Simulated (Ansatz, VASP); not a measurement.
## CuS in VASP and in Ansatz

```xyz
2
Lattice="0.0000 2.5191 2.5191 2.5191 0.0000 2.5191 2.5191 2.5191 0.0000" Properties=species:S:1:pos:R:3 pbc="T T T"
Cu    0.0000    0.0000    0.0000
S     1.2595    1.2595    1.2595
```

Change from the starting cell: volume scaled by 0.95, LAPW.

Alike in both runs: task single point; functional PBEsol; k mesh 14 × 14 × 14; occupations fermi-dirac, width 0.05 eV; no spin polarisation.

|  | VASP | Ansatz |
| --- | --- | --- |
| version | VASP 6.6.1 | Ansatz 0.2.0 |
| potentials or method | VASP PAW PBE potentials, release 64 (Cu, S), cutoff 520 eV | all-electron LAPW, scalar-relativistic |

Ansatz gave:

| Item | Value |
| --- | --- |
| pressure (GPa) | 5.7 |

Estimate VASP's values.

pressure (GPa): 5.9.

VASP's potentials were made for PBE, not for PBEsol. Ansatz ran all-electron here, and VASP with PAW potentials.
